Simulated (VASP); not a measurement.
# NaF (Fm-3m) in VASP: notebook, part 2 of 2

VASP 6.6.1. Earlier steps stand in the parts before.

## (3) Single point, PBE (11.99 Å³/atom)

This run uses another cell than the first one, of 11.99 Å³/atom.

Contents of INCAR:

```
ALGO = Normal ; EDIFF = 1E-6
ENCUT = 520 ; GGA = PE
ISIF = 2 ; ISMEAR = -1
LASPH = T ; LCHARG = F
LREAL = F ; LWAVE = F
NBANDS = 14 ; NELM = 100
PREC = Accurate ; SIGMA = 0.05
```

Contents of KPOINTS:

```
k-points
0
Gamma
  10 10 10
```

Contents of POSCAR:

```
NaF
1.0
    0.0000000000      2.2886448050      2.2886448050
    2.2886448050      0.0000000000      2.2886448050
    2.2886448050      2.2886448050      0.0000000000
Na F
1 1
Direct
    0.0000000000      0.0000000000      0.0000000000
    0.5000000000      0.5000000000      0.5000000000
```

Potentials or basis: VASP PAW PBE potentials, release 64 (Na_pv, F).

Run with:

```bash
cat potpaw_PBE.64/Na_pv/POTCAR potpaw_PBE.64/F/POTCAR > POTCAR
mpirun -np 1 vasp_std > vasp.out
```

OUTCAR:

```text
EDIFF = 1E-6
   ENCUT = 520
   GGA = PE
   ISIF = 2
   ISMEAR = -1
   LASPH = T
   LREAL = F
   NELM = 100
   PREC = Accurate

 ion  position               nearest neighbor table
   1  0.000  0.000  0.000-   2 2.29   2 2.29   2 2.29   2 2.29   2 2.29   2 2.29
   2  0.500  0.500  0.500-   1 2.29   1 2.29   1 2.29   1 2.29   1 2.29   1 2.29

  LATTYP: Found a face centered cubic cell.
 ALAT       =     4.5772896100

  Lattice vectors:

 A1 = (   0.0000000000,   2.2886448050,   2.2886448050)
 A2 = (   2.2886448050,   0.0000000000,   2.2886448050)
 A3 = (   2.2886448050,   2.2886448050,   0.0000000000)

Analysis of symmetry for initial positions (statically):
=====================================================================
 Subroutine PRICEL returns:
 Original cell was already a primitive cell.

 Routine SETGRP: Setting up the symmetry group for a
 face centered cubic supercell.

 Subroutine GETGRP returns: Found 48 space group operations
 (whereof 48 operations were pure point group operations)
 out of a pool of 48 trial point group operations.

[... 172 lines left out ...]
      3     -20.7568      2.00000
      4     -20.7568      2.00000
      5      -1.9185      2.00000
      6      -1.9185      2.00000
      7      -1.9185      2.00000
      8       4.5848      0.00000
      9      17.3227      0.00000
     10      17.3227      0.00000
     11      17.3228      0.00000
     12      20.2616      0.00000
     13      22.4813      0.00000
     14      22.4813      0.00000
[... 377 lines left out ...]
      1     -21.3676      2.00000
      2     -20.8110      2.00000
      3     -20.8018      2.00000
      4     -20.4119      2.00000
      5      -3.1486      2.00000
      6      -2.3193      2.00000
      7      -2.2605      2.00000
      8       8.9425      0.00000
      9      12.0903      0.00000
     10      15.2091      0.00000
     11      18.1283      0.00000
     12      18.1775      0.00000
     13      24.0790      0.00000
     14      25.1877      0.00000

 [... further k-points ...]

------------------------ aborting loop because EDIFF is reached ----------------------------------------

  FORCE on cell =-STRESS in cart. coord.  units (eV):
  Direction    XX          YY          ZZ          XY          YZ          ZX
  --------------------------------------------------------------------------------------
  -------------------------------------------------------------------------------------
  Total        0.6294646      0.6294646      0.6294646      0.0000000      0.0000000      0.0000000
  in kB       42.0645941     42.0645941     42.0645941      0.0000000      0.0000000      0.0000000
  external PRESSURE =      42.0645941 kB  Pullay stress =       0.0000000 kB

 VOLUME and BASIS-vectors are now :
 -----------------------------------------------------------------------------
  energy-cutoff  :      520.00
  volume of cell :       23.98
      direct lattice vectors                 reciprocal lattice vectors
     0.000000000  2.288644805  2.288644805    -0.218469899  0.218469899  0.218469899
     2.288644805  0.000000000  2.288644805     0.218469899 -0.218469899  0.218469899
     2.288644805  2.288644805  0.000000000     0.218469899  0.218469899 -0.218469899

 POSITION                                       TOTAL-FORCE (eV/Angst)
 -----------------------------------------------------------------------------------
      0.00000      0.00000      0.00000         0.000000     -0.000000      0.000000
      2.28864      2.28864      2.28864         0.000000      0.000000     -0.000000
 -----------------------------------------------------------------------------------
    total drift:                                0.000000     -0.000000      0.000000

  FREE ENERGIE OF THE ION-ELECTRON SYSTEM (eV)
  ---------------------------------------------------
  free  energy   TOTEN  =        -8.5426149056 eV

  energy  without entropy=       -8.5426149056  energy(sigma->0) =       -8.54261491
```

Wall time 8.1 s (1 thread of Intel Xeon Platinum 8259CL at 2.50GHz (Skylake/Cascade Lake), shared host); peak memory 0.13 GiB.

What came out:

- Free energy: -8.5426 eV
- Pressure: 4.2 GPa
- Band gap on the k mesh: 6.50 eV

Levels at points of the mesh, in eV from the valence-band top:
| k point | band 5 | band 6 | band 7 | band 8 | band 9 | band 10 |
| --- | --- | --- | --- | --- | --- | --- |
| (0.00, 0.00, 0.00) | 0.00 | 0.00 | 0.00 | 6.50 | 19.24 | 19.24 |
| (0.50, 0.00, 0.00) | -1.67 | -0.27 | -0.27 | 11.01 | 12.79 | 20.52 |
| (0.50, 0.50, 0.00) | -1.33 | -0.42 | -0.42 | 13.43 | 13.46 | 13.98 |

Caveat: the cell stands under pressure. A k mesh can miss the band edges.

## (4) Single point, PBE (12.24 Å³/atom)

This run uses another cell than the first one, of 12.24 Å³/atom.

Contents of INCAR:

```
  PREC = Accurate
  ENCUT = 520
  EDIFF = 1E-6
  ISMEAR = -1
  SIGMA = 0.05
  LREAL = F
  LASPH = T
  NELM = 80
  ALGO = Normal
  ISIF = 2
  LWAVE = F
  LCHARG = F
  GGA = PE
  NBANDS = 14
```

Contents of KPOINTS:

```
regular mesh
0
Gamma
  10 10 10
```

Contents of POSCAR:

```
NaF
1.0
    0.0000000000      2.3044290610      2.3044290610
    2.3044290610      0.0000000000      2.3044290610
    2.3044290610      2.3044290610      0.0000000000
Na F
1 1
Direct
    0.0000000000      0.0000000000      0.0000000000
    0.5000000000      0.5000000000      0.5000000000
```

Run with:

```bash
cat potpaw_PBE.64/Na_pv/POTCAR potpaw_PBE.64/F/POTCAR > POTCAR
mpirun -np 1 vasp_std > vasp.out
```

It took 7.9 s on 1 thread of Intel Xeon Platinum 8259CL at 2.50GHz (Skylake/Cascade Lake), shared host; peak memory 0.13 GiB.

The run converged. Its results:

| Quantity | Value |
| --- | --- |
| Free energy | -8.5546 eV |
| Pressure | 2.9 GPa |
| Band gap on the k mesh | 6.39 eV |

Levels at points of the mesh, in eV from the valence-band top:
| k point | band 4 | band 5 | band 6 | band 7 | band 8 | band 9 | band 10 | band 11 |
| --- | --- | --- | --- | --- | --- | --- | --- | --- |
| (0.00, 0.00, 0.00) | -18.90 | 0.00 | 0.00 | 0.00 | 6.39 | 19.09 | 19.09 | 19.09 |
| (0.50, 0.00, 0.00) | -18.13 | -1.62 | -0.26 | -0.26 | 10.88 | 12.61 | 20.29 | 20.29 |
| (0.50, 0.50, 0.00) | -18.94 | -1.30 | -0.41 | -0.41 | 13.29 | 13.36 | 13.77 | 19.98 |

A k mesh can miss the band edges.

## (5) Single point, PBE (12.74 Å³/atom)

This run uses another cell than the first one, of 12.74 Å³/atom.

Contents of INCAR:

```
PREC     = Accurate       # precision mode
ENCUT    = 520            # plane-wave cutoff, eV
EDIFF    = 1E-6           # SCF threshold, eV
ISMEAR   = -1             # smearing method
SIGMA    = 0.05           # smearing width, eV
LREAL    = False          # projectors in reciprocal space
LASPH    = True           # aspherical terms in the spheres
NELM     = 100            # most SCF steps
ALGO     = Normal         # electronic algorithm
ISIF     = 2              # what is computed and relaxed
LWAVE    = False          # write WAVECAR
LCHARG   = False          # write CHGCAR
GGA      = PE             # functional
NBANDS   = 14             # bands
```

KPOINTS is that of step 4.

Contents of POSCAR:

```
NaF
1.0
    0.0000000000      2.3353646862      2.3353646862
    2.3353646862      0.0000000000      2.3353646862
    2.3353646862      2.3353646862      0.0000000000
Na F
1 1
Direct
    0.0000000000      0.0000000000      0.0000000000
    0.5000000000      0.5000000000      0.5000000000
```

Run with:

```bash
cat potpaw_PBE.64/Na_pv/POTCAR potpaw_PBE.64/F/POTCAR > POTCAR
mpirun -np 1 vasp_std > vasp.out
```

Wall time 17 s (1 thread of Intel Xeon Platinum 8259CL at 2.50GHz (Skylake/Cascade Lake), shared host); peak memory 0.15 GiB.

The run converged. Its results:

```yaml
Free_energy: -8.5677 eV
Pressure: 0.8 GPa
Band_gap_on_the_k_mesh: 6.17 eV
```

Levels at points of the mesh, in eV from the valence-band top:
| k point | band 4 | band 5 | band 6 | band 7 | band 8 | band 9 | band 10 | band 11 |
| --- | --- | --- | --- | --- | --- | --- | --- | --- |
| (0.00, 0.00, 0.00) | -19.02 | 0.00 | 0.00 | 0.00 | 6.17 | 18.81 | 18.81 | 18.81 |
| (0.50, 0.00, 0.00) | -18.24 | -1.54 | -0.24 | -0.24 | 10.64 | 12.27 | 19.85 | 19.85 |
| (0.50, 0.50, 0.00) | -18.90 | -1.24 | -0.39 | -0.39 | 12.96 | 13.22 | 13.37 | 19.46 |

## (6) Overview

| cell | gap on the mesh (eV) | pressure (GPa) |
| --- | --- | --- |
| a = 3.214 Å, angles 60.0°, 2 atoms | 6.62 | 5.6 |
| a = 3.237 Å, angles 60.0°, 2 atoms | 6.50 | 4.2 |
| a = 3.259 Å, angles 60.0°, 2 atoms | 6.39 | 2.9 |
| a = 3.303 Å, angles 60.0°, 2 atoms | 6.17 | 0.8 |

Alike in all rows: task single point; level PBE; potentials or basis VASP PAW PBE potentials, release 64 (Na_pv, F); no spin polarisation; k mesh 10 × 10 × 10; cutoff (eV) 520; smearing fermi-dirac 0.05 eV.

Caveats: the cell stands under pressure (at least some runs).

Absolute energies hang on the potentials; compare differences alone.
